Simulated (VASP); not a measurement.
# SnO2 (Pa-3) in VASP: a series of runs

Aim: see how the results for SnO2 move with the level of theory and the settings. Levels: PBEsol+D4, PBE. Tasks: single point, relaxation of cell and atoms.

Program: VASP 6.6.1. These are calculated values, not measurements. Logs are shortened: lines on timing, memory, paths and dates and some standing lists are left out, and cuts for length are marked.

### 1 The cell of the first run

It takes space group Pa-3 (No. 205, cubic). Conventional cell: a = 5.094 Å, b = 5.094 Å, c = 5.094 Å, α = 90.00°, β = 90.00°, γ = 90.00°. Sn (site symmetry -3) has 6 O at 2.08 Å within 2.8 Å. O (site symmetry 3) has 4 Sn at 2.08 to 3.00 Å and 7 O at 2.71 to 2.83 Å within 3.0 Å.

### 2 Single point, PBEsol+D4

The input, INCAR:

```
SYSTEM = SnO2
PREC = Accurate
ENCUT = 520
EDIFF = 1E-6
ISMEAR = -1
SIGMA = 0.05
LREAL = .FALSE.
LASPH = .TRUE.
NELM = 100
ALGO = Normal
ISIF = 2
LWAVE = .FALSE.
LCHARG = .TRUE.
GGA = PS
IVDW = 13
LELF = .TRUE.
LVHAR = .TRUE.
NBANDS = 64
```

The input, KPOINTS:

```
Automatic mesh
0
G
  5 5 5
  0 0 0
```

The input, POSCAR:

```
SnO2
1.0
    5.0942958899      0.0000000000      0.0000000000
    0.0000000000      5.0942958899      0.0000000000
    0.0000000000      0.0000000000      5.0942958899
Sn O
4 8
Direct
    0.0000000000      0.0000000000      0.0000000000
    0.5000000000      0.0000000000      0.5000000000
    0.5000000000      0.5000000000      0.0000000000
    0.0000000000      0.5000000000      0.5000000000
    0.6603139468      0.8396860532      0.1603139468
    0.8396860532      0.1603139468      0.6603139468
    0.1603139468      0.6603139468      0.8396860532
    0.3396860532      0.3396860532      0.3396860532
    0.6603139468      0.6603139468      0.6603139468
    0.8396860532      0.3396860532      0.1603139468
    0.1603139468      0.8396860532      0.3396860532
    0.3396860532      0.1603139468      0.8396860532
```

Potentials or basis: VASP PAW PBE potentials, release 64 (Sn_d, O).

Started as:

```
$ cat potpaw_PBE.64/Sn_d/POTCAR potpaw_PBE.64/O/POTCAR > POTCAR
$ mpirun -np 1 vasp_std > vasp.out
```

OUTCAR:

```text
SYSTEM = SnO2
   PREC = Accurate
   ENCUT = 520
   EDIFF = 1E-6
   ISMEAR = -1
   LREAL = .FALSE.
   LASPH = .TRUE.
   NELM = 100
   ISIF = 2
   GGA = PS
   IVDW = 13

 ion  position               nearest neighbor table
   1  0.000  0.000  0.000-   5 2.08   6 2.08   7 2.08  10 2.08  11 2.08  12 2.08   2 3.60   3 3.60
                             4 3.60   2 3.60   4 3.60   3 3.60   4 3.60   4 3.60   2 3.60   3 3.60
   2  0.500  0.000  0.500-   5 2.08   6 2.08   8 2.08   9 2.08  11 2.08  12 2.08   1 3.60   3 3.60
                             4 3.60   1 3.60   3 3.60   3 3.60   4 3.60   3 3.60   1 3.60   4 3.60
   3  0.500  0.500  0.000-   5 2.08   7 2.08   8 2.08   9 2.08  10 2.08  12 2.08   1 3.60   2 3.60
                             4 3.60   2 3.60   4 3.60   1 3.60   2 3.60   2 3.60   1 3.60   4 3.60
   4  0.000  0.500  0.500-   6 2.08   7 2.08   8 2.08   9 2.08  10 2.08  11 2.08   1 3.60   2 3.60
                             3 3.60   1 3.60   3 3.60   1 3.60   2 3.60   1 3.60   2 3.60   3 3.60
   5  0.660  0.840  0.160-   1 2.08   2 2.08   3 2.08
   6  0.840  0.160  0.660-   1 2.08   2 2.08   4 2.08
   7  0.160  0.660  0.840-   1 2.08   3 2.08   4 2.08
   8  0.340  0.340  0.340-   2 2.08   3 2.08   4 2.08
   9  0.660  0.660  0.660-   2 2.08   3 2.08   4 2.08
  10  0.840  0.340  0.160-   1 2.08   3 2.08   4 2.08
  11  0.160  0.840  0.340-   1 2.08   2 2.08   4 2.08
  12  0.340  0.160  0.840-   1 2.08   2 2.08   3 2.08

  LATTYP: Found a simple cubic cell.
 ALAT       =     5.0942958899

  Lattice vectors:

 A1 = (   5.0942958899,   0.0000000000,   0.0000000000)
 A2 = (   0.0000000000,   5.0942958899,   0.0000000000)
 A3 = (   0.0000000000,   0.0000000000,   5.0942958899)

Analysis of symmetry for initial positions (statically):
=====================================================================
 Subroutine PRICEL returns:
 Original cell was already a primitive cell.

 Routine SETGRP: Setting up the symmetry group for a
 simple cubic supercell.

 Subroutine GETGRP returns: Found 24 space group operations
 (whereof  6 operations were pure point group operations)
 out of a pool of 48 trial point group operations.

The static configuration has the point symmetry S_6 .
 The point group associated with its full space group is T_h .

Analysis of symmetry for dynamics (positions and initial velocities):
=====================================================================
 Subroutine PRICEL returns:
 Original cell was already a primitive cell.

 Routine SETGRP: Setting up the symmetry group for a
 simple cubic supercell.

 Subroutine GETGRP returns: Found 24 space group operations
 (whereof  6 operations were pure point group operations)
 out of a pool of 48 trial point group operations.

The dynamic configuration has the point symmetry S_6 .
 The point group associated with its full space group is T_h .

 Subroutine INISYM returns: Found 24 space group operations
 (whereof  6 operations are pure point group operations),
 and found     1 'primitive' translations

----------------------------------------------------------------------------------------

                                     Primitive cell

  volume of cell :     132.2064

  direct lattice vectors                    reciprocal lattice vectors
     5.094295890  0.000000000  0.000000000     0.196297981  0.000000000  0.000000000
     0.000000000  5.094295890  0.000000000     0.000000000  0.196297981  0.000000000
     0.000000000  0.000000000  5.094295890     0.000000000  0.000000000  0.196297981

  length of vectors
     5.094295890  5.094295890  5.094295890     0.196297981  0.196297981  0.196297981

  position of ions in fractional coordinates (direct lattice)
     0.000000000  0.000000000  0.000000000
     0.500000000  0.000000000  0.500000000
     0.500000000  0.500000000  0.000000000
     0.000000000  0.500000000  0.500000000
     0.660313947  0.839686053  0.160313947
     0.839686053  0.160313947  0.660313947
     0.160313947  0.660313947  0.839686053
     0.339686053  0.339686053  0.339686053
     0.660313947  0.660313947  0.660313947
     0.839686053  0.339686053  0.160313947
     0.160313947  0.839686053  0.339686053
     0.339686053  0.160313947  0.839686053

  ion indices of the primitive-cell ions
   primitive index   ion index
                 1           1
                 2           2
                 3           3
                 4           4
                 5           5
                 6           6
                 7           7
                 8           8
                 9           9
                10          10
                11          11
                12          12

----------------------------------------------------------------------------------------

 KPOINTS: Automatic mesh

Automatic generation of k-mesh.
 Grid dimensions read from file:
 generate k-points for:    5    5    5

 Generating k-lattice:

[... 42 lines left out ...]
   LNONCOLLINEAR =      F non collinear calculations
   LSORBIT =      F    spin-orbit coupling
   LASPH  =      T    aspherical Exc in radial PAW
   ENCUT  =  520.0 eV  38.22 Ry    6.18 a.u.   9.47  9.47  9.47*2*pi/ulx,y,z
   NELM   =    100;   NELMIN=  2; NELMDL= -5     # of ELM steps
   EDIFF  = 0.1E-05   stopping-criterion for ELM
   LREAL  =      F    real-space projection
[... 7 lines left out ...]
   TEBEG  =    0.0;   TEEND  =   0.0 temperature during run
   PSTRESS=    0.0 pullay stress
   NELECT =     104.0000    total number of electrons
   NUPDOWN=      -1.0000    fix difference up-down
   EMIN   =  10.00;   EMAX   =-10.00  energy-range for DOS
   EFERMI =   0.00;   METHOD = LEGACY
   ISMEAR =    -1;   SIGMA  =   0.05  broadening in eV -4-tet -1-fermi 0-gaus
   EFERMI_NEDOS =   21; number of points for ismear=-14 and -15
   IALGO  =     38    algorithm
   IMIX   =      4    mixing-type and parameters
     AMIX     =   0.40;   BMIX     =  1.00
     AMIX_MAG =   1.60;   BMIX_MAG =  1.00
  volume/ion in A,a.u.               =      11.02        74.35
  Fermi-wavevector in a.u.,A,eV,Ry     =   1.511246  2.855840 31.073855  2.283864
  Thomas-Fermi vector in A             =   2.621329
   LORBIT       =      0    0 simple, 1 ext, 2 COOP (PROOUT), +10 PAW based schemes
   GGA     = PS    functional components
   LHFCALC =     F    Hartree Fock is set to
   AEXX    =    0.0000 exact exchange contribution
   IVDW    =    13    specifies the selected vdW correction
   LEPSILON=     F    determine dielectric tensor
   LRPA    =     F    only Hartree local field effects (RPA)
 non-spin polarized calculation
  energy-cutoff  :      520.00
  volume of cell :      132.21
 maximum number of plane-waves:      3587
 NGX is ok and might be reduce to    40
   NGX = 19   NGY = 19   NGZ = 19

 number of electron     104.0000078 magnetization

 Free energy of the ion-electron system (eV)
  ---------------------------------------------------
  ext. energy  EPLUGINS =         0.00000000
  ---------------------------------------------------
  free energy    TOTEN  =       -78.35433732 eV

  energy without entropy =      -78.35432933  energy(sigma->0) =      -78.35433332

 E-fermi :   7.5855     XC(G=0): -12.1562

 val. band max:        7.0120970907   @ k =  -0.2000   0.4000   0.0000
 cond. band min:       7.9703633155   @ k =   0.0000   0.0000   0.0000
 fundamental gap:      0.9582662248
 Fermi energy:         7.5854585769

 k-point     1 :       0.0000    0.0000    0.0000
  band No.  band energies     occupation
      1     -13.7593      2.00000
      2     -13.7593      2.00000
      3     -13.7593      2.00000
      4     -12.9229      2.00000
      5     -12.9229      2.00000
      6     -12.9229      2.00000
[... 56 lines left out ...]
     63      16.0361      0.00000
     64      18.5788      0.00000

 k-point     2 :       0.2000    0.0000    0.0000
  band No.  band energies     occupation
      1     -13.7103      2.00000
      2     -13.7065      2.00000
      3     -13.6961      2.00000
      4     -12.9864      2.00000
      5     -12.9762      2.00000
      6     -12.9708      2.00000
[... 659 lines left out ...]
     63      17.9886      0.00000
     64      18.5487      0.00000

------------------------ aborting loop because EDIFF is reached ----------------------------------------

  DFT-D4 for vdW energy calculation

  Edisp (eV):   -1.97771

  FORCE on cell =-STRESS in cart. coord.  units (eV):
  Direction    XX          YY          ZZ          XY          YZ          ZX
  --------------------------------------------------------------------------------------
  -------------------------------------------------------------------------------------
  Total       0.54158     0.54158     0.54158     0.00000     0.00000    -0.00000
  in kB       6.56329     6.56329     6.56329     0.00000     0.00000    -0.00000
  external pressure =        6.56 kB  Pullay stress =        0.00 kB

 VOLUME and BASIS-vectors are now :
 -----------------------------------------------------------------------------
  energy-cutoff  :      520.00
  volume of cell :      132.21
      direct lattice vectors                 reciprocal lattice vectors
     5.094295890  0.000000000  0.000000000     0.196297981  0.000000000  0.000000000
     0.000000000  5.094295890  0.000000000     0.000000000  0.196297981  0.000000000
     0.000000000  0.000000000  5.094295890     0.000000000  0.000000000  0.196297981

 POSITION                                       TOTAL-FORCE (eV/Angst)
 -----------------------------------------------------------------------------------
      0.00000      0.00000      0.00000         0.000000      0.000000      0.000000
      2.54715      0.00000      2.54715         0.000000      0.000000      0.000000
      2.54715      2.54715      0.00000         0.000000      0.000000      0.000000
      0.00000      2.54715      2.54715         0.000000      0.000000      0.000000
      3.36383      4.27761      0.81669        -0.000635      0.000635     -0.000635
      4.27761      0.81669      3.36383         0.000635     -0.000635     -0.000635
      0.81669      3.36383      4.27761        -0.000635     -0.000635      0.000635
      1.73046      1.73046      1.73046         0.000635      0.000635      0.000635
      3.36383      3.36383      3.36383        -0.000635     -0.000635     -0.000635
      4.27761      1.73046      0.81669         0.000635      0.000635     -0.000635
      0.81669      4.27761      1.73046        -0.000635      0.000635      0.000635
      1.73046      0.81669      4.27761         0.000635     -0.000635      0.000635
 -----------------------------------------------------------------------------------
    total drift:                                0.000000      0.000000     -0.000000

  FREE ENERGIE OF THE ION-ELECTRON SYSTEM (eV)
  ---------------------------------------------------
  free  energy   TOTEN  =       -80.3320471807 eV

  energy  without entropy=      -80.3320391876  energy(sigma->0) =      -80.33204318
```

It took 3.4 min on 1 thread of Intel Xeon 8259CL, shared host; peak memory 0.28 GiB.

Results:

* Free energy: -80.3320 eV
* Pressure: 0.7 GPa
* Band gap on the k mesh: 0.96 eV (least direct gap 1.03 eV)
* Dispersion energy per atom: -0.165 eV

Caveat: the PAW data sets were made with another functional, which shifts forces and pressure a little; spin-orbit coupling is left out, which moves the levels of the heavy elements; an odd mesh through Γ misses points on the zone boundary, where band edges can lie.

### 3 Relaxation of cell and atoms, PBEsol+D4

This run uses another cell than the first one, of 11.55 Å³/atom.

The input, INCAR:

```
ALGO = Normal
EDIFF = 1E-7
EDIFFG = -0.01
ENCUT = 600
GGA = PS
IBRION = 2
ISIF = 3
ISMEAR = -1
IVDW = 13
LASPH = T
LCHARG = F
LREAL = F
LWAVE = F
NELM = 80
NSW = 60
PREC = Accurate
SIGMA = 0.05
```

The input, KPOINTS:

```
k-points
0
Gamma
  5 5 5
```

The input, POSCAR:

```
SnO2
1.0
    5.1752560000      0.0000000000      0.0000000000
    0.0000000000      5.1752560000      0.0000000000
    0.0000000000      0.0000000000      5.1752560000
Sn O
4 8
Direct
    0.0000000000      0.0000000000      0.0000000000
    0.5000000000      0.0000000000      0.5000000000
    0.5000000000      0.5000000000      0.0000000000
    0.0000000000      0.5000000000      0.5000000000
    0.6610980000      0.8389020000      0.1610980000
    0.8389020000      0.1610980000      0.6610980000
    0.1610980000      0.6610980000      0.8389020000
    0.3389020000      0.3389020000      0.3389020000
    0.6610980000      0.6610980000      0.6610980000
    0.8389020000      0.3389020000      0.1610980000
    0.1610980000      0.8389020000      0.3389020000
    0.3389020000      0.1610980000      0.8389020000
```

Potentials or basis: VASP PAW PBE potentials, release 64 (Sn_d, O).

Started as:

```
$ cat potpaw_PBE.64/Sn_d/POTCAR potpaw_PBE.64/O/POTCAR > POTCAR
$ mpirun -np 1 vasp_std > vasp.out
```

Wall time 23 min (1 thread of Intel Xeon 8259CL, shared host); peak memory 0.32 GiB.

The run converged. Its results:

```yaml
Free_energy: -80.3668 eV
Relaxed_volume: 11.05 Å³/atom
Relaxed_cell: a = 5.099 Å, b = 5.099 Å, c = 5.099 Å, α = 90.00°, β = 90.00°, γ = 90.00°
Space_group_after_relaxing_to_0.1_Å: Pa-3 (No. 205)
Energy_gained_by_relaxing: 14.8 meV/atom
Ionic_steps: 8
Pressure_after_relaxing: -0.1 GPa
Largest_force_after_relaxing: 0.009 eV/Å
Band_gap_on_the_k_mesh: 0.93 eV (least direct gap 1.01 eV)
Dispersion_energy_per_atom: -0.164 eV
```

Forces in eV/Å, atoms in the order of the input:
```
Sn   0.000  0.000  0.000
Sn   0.000  0.000  0.000
Sn   0.000  0.000  0.000
Sn   0.000  0.000  0.000
O   -0.005  0.005 -0.005
O    0.005 -0.005 -0.005
O   -0.005 -0.005  0.005
O    0.005  0.005  0.005
O   -0.005 -0.005 -0.005
O    0.005  0.005 -0.005
O   -0.005  0.005  0.005
O    0.005 -0.005  0.005
```

The path:
```tsv
step	energy change (eV)	largest force (eV/Å)	pressure (GPa)	volume (Å³)
1	0.0000	0.0231	-8.87	138.61
2	0.0540	0.0816	12.22	126.17
3	-0.1768	0.0218	-0.09	132.57
4	-0.1768	0.0229	0.10	132.45
5	-0.1769	0.0188	-0.10	132.57
6	-0.1769	0.0171	-0.19	132.62
7	-0.1771	0.0151	-0.17	132.60
8	-0.1773	0.0094	-0.12	132.56
```

Final structure:
```
Sn O
1.0
     5.09878    0.00000    0.00000
     0.00000    5.09878    0.00000
     0.00000    0.00000    5.09878
Sn O
4 8
Cartesian
  0.0000 5.0988 0.0000
  2.5494 5.0988 2.5494
  2.5494 2.5494 0.0000
  0.0000 2.5494 2.5494
  3.3688 4.2794 0.8194
  4.2794 0.8194 3.3688
  0.8194 3.3688 4.2794
  1.7300 1.7300 1.7300
  3.3688 3.3688 3.3688
  4.2794 1.7300 0.8194
  0.8194 4.2794 1.7300
  1.7300 0.8194 4.2794
```

Levels at points of the mesh, in eV from the valence-band top:
```
           k point  band 50  band 51  band 52  band 53  band 54  band 55
(0.00, 0.00, 0.00)    -0.08    -0.08    -0.08     0.93     6.15     6.15
```

Caveat: the PAW data sets were made with another functional, which shifts forces and pressure a little; spin-orbit coupling is left out, which moves the levels of the heavy elements; an odd mesh through Γ misses points on the zone boundary, where band edges can lie.

### 4 Relaxation of cell and atoms, PBE

This run uses another cell than the first one, of 11.55 Å³/atom.

The input, INCAR:

```
ALGO     = Normal         # electronic algorithm
EDIFF    = 1E-6           # SCF threshold, eV
EDIFFG   = -0.01          # ionic threshold
ENCUT    = 600            # plane-wave cutoff, eV
GGA      = PE             # functional
IBRION   = 2              # ionic algorithm
ISIF     = 3              # what is computed and relaxed
ISMEAR   = -1             # smearing method
LASPH    = True           # aspherical terms in the spheres
LCHARG   = False          # write CHGCAR
LREAL    = False          # projectors in reciprocal space
LWAVE    = False          # write WAVECAR
NELM     = 80             # most SCF steps
NSW      = 60             # ionic steps
PREC     = Accurate       # precision mode
SIGMA    = 0.05           # smearing width, eV
```

KPOINTS is that of step 3.

POSCAR is that of step 3.

Started as:

```
$ cat potpaw_PBE.64/Sn_d/POTCAR potpaw_PBE.64/O/POTCAR > POTCAR
$ mpirun -np 1 vasp_std > vasp.out
```

It took 5.1 min on 1 thread of Oxide Virtual Turin-like, shared host; peak memory 0.27 GiB.

The run converged. Its results:

```yaml
Free_energy: -73.4348 eV
Relaxed_volume: 11.54 Å³/atom
Relaxed_cell: a = 5.173 Å, b = 5.173 Å, c = 5.173 Å, α = 90.00°, β = 90.00°, γ = 90.00°
Space_group_after_relaxing_to_0.1_Å: Pa-3 (No. 205)
Energy_gained_by_relaxing: 0.0 meV/atom
Ionic_steps: 3
Pressure_after_relaxing: 0.0 GPa
Largest_force_after_relaxing: 0.005 eV/Å
Band_gap_on_the_k_mesh: 0.57 eV (least direct gap 0.63 eV)
```

Forces in eV/Å, atoms in the order of the input:
```
Sn   0.000  0.000  0.000
Sn   0.000  0.000  0.000
Sn   0.000  0.000  0.000
Sn   0.000  0.000  0.000
O   -0.003  0.003 -0.003
O    0.003 -0.003 -0.003
O   -0.003 -0.003  0.003
O    0.003  0.003  0.003
O   -0.003 -0.003 -0.003
O    0.003  0.003 -0.003
O   -0.003  0.003  0.003
O    0.003 -0.003  0.003
```

Step by step:
| step | energy change (eV) | largest force (eV/Å) | pressure (GPa) | volume (Å³) |
| --- | --- | --- | --- | --- |
| 1 | 0.0000 | 0.0046 | -0.21 | 138.61 |
| 2 | 0.0000 | 0.0060 | 0.19 | 138.31 |
| 3 | -0.0001 | 0.0054 | 0.01 | 138.44 |

Final structure:
```
Sn O
1.0
     5.17313    0.00000    0.00000
     0.00000    5.17313    0.00000
     0.00000    0.00000    5.17313
Sn O
4 8
Direct
  0.00000 0.00000 0.00000
  0.50000 0.00000 0.50000
  0.50000 0.50000 0.00000
  0.00000 0.50000 0.50000
  0.66108 0.83892 0.16108
  0.83892 0.16108 0.66108
  0.16108 0.66108 0.83892
  0.33892 0.33892 0.33892
  0.66108 0.66108 0.66108
  0.83892 0.33892 0.16108
  0.16108 0.83892 0.33892
  0.33892 0.16108 0.83892
```

Levels at points of the mesh, in eV from the valence-band top:
```csv
k point,band 49,band 50,band 51,band 52,band 53,band 54,band 55,band 56
"(0.00, 0.00, 0.00)",-0.28,-0.06,-0.06,-0.06,0.57,5.74,5.74,5.74
```

Caveat: semilocal functionals underestimate gaps, and a narrow one can read as zero; spin-orbit coupling is left out, which moves the levels of the heavy elements; an odd mesh through Γ misses points on the zone boundary, where band edges can lie.

### 5 Summary

```tsv
task	level	cell	cutoff (eV)	gap on the mesh (eV)	pressure (GPa)	relaxed volume (Å³/atom)	largest force (eV/Å)
single point	PBEsol+D4	a = 5.094 Å, 12 atoms, atomic positions A	520	0.96	0.7	-	-
relaxation of cell and atoms	PBEsol+D4	relaxed from a = 5.175 Å, 12 atoms, atomic positions B	600	0.93	-0.1	11.05	0.01
relaxation of cell and atoms	PBE	relaxed from a = 5.175 Å, 12 atoms, atomic positions B	600	0.57	0.0	11.54	0.01
```

Alike in all rows: potentials or basis VASP PAW PBE potentials, release 64 (Sn_d, O); no spin polarisation; k mesh 5 × 5 × 5; smearing fermi-dirac 0.05 eV.

Caveats: spin-orbit coupling is left out, which moves the levels of the heavy elements; an odd mesh through Γ misses points on the zone boundary, where band edges can lie; the PAW data sets were made with another functional, which shifts forces and pressure a little (at least some runs); semilocal functionals underestimate gaps, and a narrow one can read as zero (at least some runs).

Absolute energies hang on the potentials; compare differences alone.
